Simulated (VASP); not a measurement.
Write the native input for VASP 6.6.1 that does the following.

```yaml
Task: single point
Functional: PBE
Potentials_or_basis: VASP PAW PBE potentials, release 64 (Ni, F)
Cutoff: 520 eV
k_mesh: 6 × 6 × 4
Occupations: gaussian, width 0.1 eV
Spin: collinear spin, ferromagnetic start
Starting_moments: "[2.0, 2.0, 2.0, 2.0, 0.0, 0.0] μB"
Dipole_correction: no
Further_INCAR_settings: ALGO = Normal; EDIFF = 1e-06; NBANDS = 40
```

The structure of Ni2F lies in POSCAR:

```
Ni2F
1.0
    3.3158054196      0.0000000000      0.0000000000
    0.0000000000      3.3158054196      0.0000000000
    0.0000000000      0.0000000000      5.0592612252
Ni F
4 2
Direct
    0.0000000000      0.0000000000      0.0000000000
    0.5000000000      0.5000000000      0.0000000000
    0.0000000000      0.5000000000      0.2700000000
    0.5000000000      0.0000000000      0.7300000000
    0.0000000000      0.5000000000      0.7000000000
    0.5000000000      0.0000000000      0.3000000000
```

These files were run (other wordings do the same):

INCAR

```
PREC = Accurate ; ENCUT = 520
EDIFF = 1E-6 ; ISMEAR = 0
SIGMA = 0.1 ; LREAL = F
LASPH = T ; NELM = 150
ALGO = Normal ; ISIF = 2
LWAVE = F ; LCHARG = F
ISPIN = 2 ; MAGMOM = 2 2 2 2 0 0
LORBIT = 11 ; LMAXMIX = 4
GGA = PE ; NBANDS = 40
```

KPOINTS

```
regular mesh
0
Gamma
  6 6 4
```

Potentials or basis: VASP PAW PBE potentials, release 64 (Ni, F).

Run with:

```sh
$ cat potpaw_PBE.64/Ni/POTCAR potpaw_PBE.64/F/POTCAR > POTCAR
$ mpirun -np 1 vasp_std > vasp.out
```

Results of the run:

```
Pressure                                              : 63.3 GPa
Largest force                                         : 4.011 eV/Å
Net moment                                            : 3.22 μB per cell
Site moments                                          : Ni +0.76, +0.78; F +0.02 μB
Valence electrons inside the program's atomic spheres : Ni 9.72, 9.45; F 6.06
```

Caveat: forces of over 1 eV/Å act on the atoms, so gaps and moduli don't describe the material at rest.

Wall time 4.6 min on 1 thread of Intel Xeon 8259CL (shared host), peak memory 0.25 GiB.
